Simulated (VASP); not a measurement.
Input of a VASP 6.6.1 run:

The input INCAR:

```
SYSTEM = Ru
PREC = Accurate
ENCUT = 520
EDIFF = 1E-8
ISMEAR = -1
SIGMA = 0.03
LREAL = .False.
LASPH = .True.
NELM = 100
ALGO = Normal
ISIF = 2
LWAVE = .False.
LCHARG = .False.
GGA = PS
LEFG = .True.
NBANDS = 21
```

The input KPOINTS:

```
Automatic mesh
0
Gamma
  14 14 8
  0 0 0
```

The input POSCAR:

```
Ru
1.0
    2.7057993342      0.0000000000      0.0000000000
   -1.3528996671      2.3432909610      0.0000000000
    0.0000000000      0.0000000000      4.1962620000
Ru
2
Direct
    0.3333333333      0.6666666667      0.2500000000
    0.6666666667      0.3333333333      0.7500000000
```

Potentials or basis: VASP PAW PBE potentials, release 64 (Ru_pv).

Run with:

```console
$ cat potpaw_PBE.64/Ru_pv/POTCAR > POTCAR
$ mpirun -np 1 vasp_std > vasp.out
```

Question: Estimate the pressure.

Answer: 0.8 GPa.

Question: What does it give for the band gap on the k mesh?

Answer: Zero (bands 14 and 15 overlap by 3.31 eV).

Stress tensor (GPa, compression positive):
```
-2.00  0.00  0.00
 0.00 -2.00  0.00
 0.00  0.00  6.53
```

Caveat: the cell differs from its parent crystal (zz strain of -2 %); without QUAD_EFG the Cq values of the log hold for a quadrupole moment of 1 mb, not for the nuclei; the PAW data sets were made with another functional, which shifts forces and pressure a little.
